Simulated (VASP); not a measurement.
The system is Lu2Si2O.

```
CELL_PARAMETERS angstrom
-1.96636 1.96636 4.80097
1.96636 -1.96636 4.80097
1.96636 1.96636 -4.80097
ATOMIC_POSITIONS crystal
Lu 0.63816 0.63816 0.00000
Lu 0.36184 0.36184 0.00000
Si 0.25000 0.75000 0.50000
Si 0.75000 0.25000 0.50000
O 0.00000 0.00000 0.00000
```

```yaml
Program: VASP 6.6.1
Task: relaxation of cell and atoms
Functional: PBE
Potentials_or_basis: VASP PAW PBE potentials, release 64 (Lu, Si, O)
Cutoff: 600 eV
k_mesh: 6 × 6 × 6
Occupations: gaussian, width 0.1 eV
Spin: no spin polarisation
```

At the start: pressure 59.6 GPa; volume 14.85 Å³/atom.

Problem. How do energy, volume and symmetry change on relaxing?

Solution. Over 17 steps the energy falls by 2614.2 meV/atom and the volume is 16.99 Å³/atom (+14.4 %); space group I4/mmm (No. 139, to 0.05 Å).

The path:
```tsv
step	energy change (eV)	largest force (eV/Å)	pressure (GPa)	volume (Å³)
1	0.0000	7.1101	59.64	74.25
2	-3.6164	4.8083	-14.59	150.89
3	-5.8769	2.0361	0.19	112.23
4	-5.8897	1.9161	0.89	110.92
5	-8.2122	1.0239	-5.87	123.13
6	-8.8878	0.7438	-14.39	138.45
7	-9.0419	1.1908	-10.96	132.19
8	-11.0899	2.2239	-10.00	112.19
9	-11.3129	2.5240	-8.70	106.67
10	-12.3708	3.4482	2.14	90.30
11	-12.4532	3.8317	9.87	83.22
12	-12.9119	1.3486	8.23	80.45
13	-12.9361	0.5293	8.07	79.65
14	-13.0578	0.2645	2.35	83.36
15	-13.0695	0.1591	0.15	84.99
16	-13.0703	0.0941	0.12	84.97
17	-13.0708	0.0049	0.03	84.95
```

Final structure:
```cif
data_structure
_symmetry_space_group_name_H-M 'P 1'
_symmetry_Int_Tables_number 1
_cell_length_a 7.6774
_cell_length_b 7.6774
_cell_length_c 7.6774
_cell_angle_alpha 154.306
_cell_angle_beta 154.306
_cell_angle_gamma 36.655
_cell_volume 84.95
loop_
_atom_site_label
_atom_site_type_symbol
_atom_site_fract_x
_atom_site_fract_y
_atom_site_fract_z
_atom_site_occupancy
Lu1 Lu 0.59959 0.59959 0.00000 1
Lu2 Lu 0.40041 0.40041 0.00000 1
Si1 Si 0.25000 0.75000 0.50000 1
Si2 Si 0.75000 0.25000 0.50000 1
O1 O 0.00000 0.00000 0.00000 1
```

Caveat: the k points lie up to 0.43 Å⁻¹ apart in the final cell.
